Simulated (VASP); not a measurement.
# Ta (P6_3/mmc) in VASP: notebook, part 2 of 4

VASP 6.6.1. Earlier steps stand in the parts before.

### 4 Single point, RPBE (16.83 Å³/atom)

This run uses another cell than the first one, of 16.83 Å³/atom.

The input, INCAR:

```
PREC     = Accurate       # precision mode
ENCUT    = 520            # plane-wave cutoff, eV
EDIFF    = 1E-6           # SCF threshold, eV
ISMEAR   = -1             # smearing method
SIGMA    = 0.1            # smearing width, eV
LREAL    = False          # projectors in reciprocal space
LASPH    = True           # aspherical terms in the spheres
NELM     = 100            # most SCF steps
ALGO     = Normal         # electronic algorithm
ISIF     = 2              # what is computed and relaxed
LWAVE    = False          # write WAVECAR
LCHARG   = False          # write CHGCAR
GGA      = RP             # functional
NBANDS   = 30             # bands
```

The input, KPOINTS:

```
Automatic mesh
0
Gamma
  14 14 4
```

The input, POSCAR:

```
Ta
1.0
    2.8366419289      0.0000000000      0.0000000000
   -1.4183209645      2.4566039719      0.0000000000
    0.0000000000      0.0000000000      9.6618145955
Ta
4
Direct
    1.0000000000      1.0000000000      1.0000000000
    1.0000000000      1.0000000000      0.5000000000
    0.3333333333      0.6666666667      0.2500000000
    0.6666666667      0.3333333333      0.7500000000
```

Potentials or basis: VASP PAW PBE potentials, release 64 (Ta_pv).

Started as:

```bash
> cat potpaw_PBE.64/Ta_pv/POTCAR > POTCAR
> mpirun -np 1 vasp_std > vasp.out
```

OUTCAR:

```text
PREC = Accurate
   ENCUT = 520
   EDIFF = 1E-6
   ISMEAR = -1
   LREAL = False
   LASPH = True
   NELM = 100
   ISIF = 2
   GGA = RP

 ion  position               nearest neighbor table
   1  0.000  0.000  0.000-   3 2.92   4 2.92   4 2.92   3 2.92   4 2.92   3 2.92
   2  0.000  0.000  0.500-   3 2.92   4 2.92   4 2.92   3 2.92   4 2.92   3 2.92
   3  0.333  0.667  0.250-   1 2.92   2 2.92   1 2.92   2 2.92   1 2.92   2 2.92
   4  0.667  0.333  0.750-   1 2.92   2 2.92   1 2.92   2 2.92   1 2.92   2 2.92

  LATTYP: Found a hexagonal cell.
 ALAT       =     2.8366419289
 C/A-ratio  =     3.4060748017

  Lattice vectors:

 A1 = (   2.8366419289,   0.0000000000,   0.0000000000)
 A2 = (  -1.4183209645,   2.4566039719,   0.0000000000)
 A3 = (   0.0000000000,   0.0000000000,   9.6618145955)

Analysis of symmetry for initial positions (statically):
=====================================================================
 Subroutine PRICEL returns:
 Original cell was already a primitive cell.

 Routine SETGRP: Setting up the symmetry group for a
 hexagonal supercell.

 Subroutine GETGRP returns: Found 24 space group operations
 (whereof 12 operations were pure point group operations)
 out of a pool of 24 trial point group operations.

The static configuration has the point symmetry D_3d.
 The point group associated with its full space group is D_6h.

Analysis of symmetry for dynamics (positions and initial velocities):
=====================================================================
 Subroutine PRICEL returns:
 Original cell was already a primitive cell.

 Routine SETGRP: Setting up the symmetry group for a
 hexagonal supercell.

 Subroutine GETGRP returns: Found 24 space group operations
 (whereof 12 operations were pure point group operations)
 out of a pool of 24 trial point group operations.

The dynamic configuration has the point symmetry D_3d.
 The point group associated with its full space group is D_6h.

[... 119 lines left out ...]
   IALGO  =     38    algorithm
   IMIX   =      4    mixing-type and parameters
     AMIX     =   0.40;   BMIX     =  1.00
     AMIX_MAG =   1.60;   BMIX_MAG =  1.00
  volume/ion in A,a.u.               =      16.83       113.59
  Fermi-wavevector in a.u.,A,eV,Ry     =   1.420669  2.684675 27.460648  2.018301
  Thomas-Fermi vector in A             =   2.541560
   LORBIT       =      0    0 simple, 1 ext, 2 COOP (PROOUT), +10 PAW based schemes
   GGA     = RP    functional components
   LHFCALC =     F    Hartree Fock is set to
   AEXX    =    0.0000 exact exchange contribution
   IVDW    =     0    specifies the selected vdW correction
   LEPSILON=     F    determine dielectric tensor
   LRPA    =     F    only Hartree local field effects (RPA)
 non-spin polarized calculation
  energy-cutoff  :      520.00
  volume of cell :       67.33
 maximum number of plane-waves:      1833
 NGX is ok and might be reduce to    24
   NGX = 11   NGY = 11   NGZ = 35

 number of electron      43.9999997 magnetization

 Free energy of the ion-electron system (eV)
  ---------------------------------------------------
  ext. energy  EPLUGINS =         0.00000000
  ---------------------------------------------------
  free energy    TOTEN  =       -43.59598020 eV

  energy without entropy =      -43.45856339  energy(sigma->0) =      -43.52727180

 E-fermi :   6.5952     XC(G=0): -12.9152

 val. band max:        6.5915501053   @ k =   0.3571   0.0714   0.5000
 cond. band min:       6.6044847718   @ k =   0.2857   0.2143   0.2500
 fundamental gap:      0.0129346665
 Fermi energy:         6.5952098391

 k-point     1 :       0.0000    0.0000    0.0000
  band No.  band energies     occupation
      1     -28.0638      2.00000
      2     -27.4711      2.00000
      3     -27.3930      2.00000
      4     -26.8036      2.00000
      5     -26.8036      2.00000
      6     -26.7633      2.00000
[... 781 lines left out ...]
     29      11.3944      0.00000
     30      11.9519      0.00000

 [... further k-points ...]

------------------------ aborting loop because EDIFF is reached ----------------------------------------

  FORCE on cell =-STRESS in cart. coord.  units (eV):
  Direction    XX          YY          ZZ          XY          YZ          ZX
  --------------------------------------------------------------------------------------
  -------------------------------------------------------------------------------------
  Total       12.4247105     12.4247105     12.7343357     -0.0000000      0.0000000      0.0000000
  in kB      295.6640321    295.6640321    303.0320119     -0.0000000      0.0000000      0.0000000
  external PRESSURE =     298.1200254 kB  Pullay stress =       0.0000000 kB

 VOLUME and BASIS-vectors are now :
 -----------------------------------------------------------------------------
  energy-cutoff  :      520.00
  volume of cell :       67.33
      direct lattice vectors                 reciprocal lattice vectors
     2.836641929  0.000000000  0.000000000     0.352529514  0.203533010  0.000000000
    -1.418320964  2.456603972  0.000000000     0.000000000  0.407066019  0.000000000
     0.000000000  0.000000000  9.661814595     0.000000000  0.000000000  0.103500227

 POSITION                                       TOTAL-FORCE (eV/Angst)
 -----------------------------------------------------------------------------------
      0.00000      0.00000      0.00000        -0.000000      0.000000      0.000000
      0.00000      0.00000      4.83091        -0.000000      0.000000      0.000000
     -0.00000      1.63774      2.41545         0.000000      0.000000     -0.000000
      1.41832      0.81887      7.24636         0.000000     -0.000000     -0.000000
 -----------------------------------------------------------------------------------
    total drift:                               -0.000000      0.000000      0.000000

  FREE ENERGIE OF THE ION-ELECTRON SYSTEM (eV)
  ---------------------------------------------------
  free  energy   TOTEN  =       -43.5959801965 eV

  energy  without entropy=      -43.4585633939  energy(sigma->0) =      -43.52727180
```

OSZICAR:

```text
N       E                     dE             d eps       ncg     rms          rms(c)
DAV:   1     0.423066896954E+03    0.42307E+03   -0.24522E+04  4336   0.155E+03
DAV:   2    -0.289181773766E+02   -0.45199E+03   -0.44106E+03  4762   0.455E+02
DAV:   3    -0.448368239452E+02   -0.15919E+02   -0.15258E+02  5408   0.778E+01
DAV:   4    -0.451387507084E+02   -0.30193E+00   -0.29844E+00  5152   0.966E+00
DAV:   5    -0.451456637433E+02   -0.69130E-02   -0.69084E-02  5386   0.118E+00    0.294E+01
DAV:   6    -0.439998320266E+02    0.11458E+01   -0.12123E+00  5010   0.858E+00    0.151E+01
DAV:   7    -0.436189925966E+02    0.38084E+00   -0.14057E+00  4888   0.882E+00    0.925E-01
DAV:   8    -0.435988494975E+02    0.20143E-01   -0.13582E-01  5498   0.311E+00    0.562E-01
DAV:   9    -0.435960454463E+02    0.28041E-02   -0.18774E-02  4946   0.104E+00    0.210E-01
DAV:  10    -0.435960167267E+02    0.28720E-04   -0.66756E-04  5232   0.185E-01    0.859E-02
DAV:  11    -0.435959933943E+02    0.23332E-04   -0.14625E-04  5108   0.919E-02    0.507E-02
DAV:  12    -0.435959810045E+02    0.12390E-04   -0.23138E-05  5054   0.346E-02    0.738E-03
DAV:  13    -0.435959801965E+02    0.80801E-06   -0.65081E-07  3176   0.716E-03
   1 F= -.43595980E+02 E0= -.43527272E+02  d E =-.137417E+00
```

It took 70 s on 1 thread of Intel Xeon 6975P-C (Granite Rapids), shared host; peak memory 0.24 GiB.

Results:

| Property | Result |
| --- | --- |
| Free energy | -43.5960 eV |
| Pressure | 29.8 GPa |
| Band gap on the k mesh | zero (bands 22 and 23 overlap by 1.12 eV) |

Caveat: the cell stands under pressure; the PAW data sets were made with another functional, which shifts forces and pressure a little; spin-orbit coupling is left out, which moves the levels of the heavy elements.

[end of part 2 of 4]
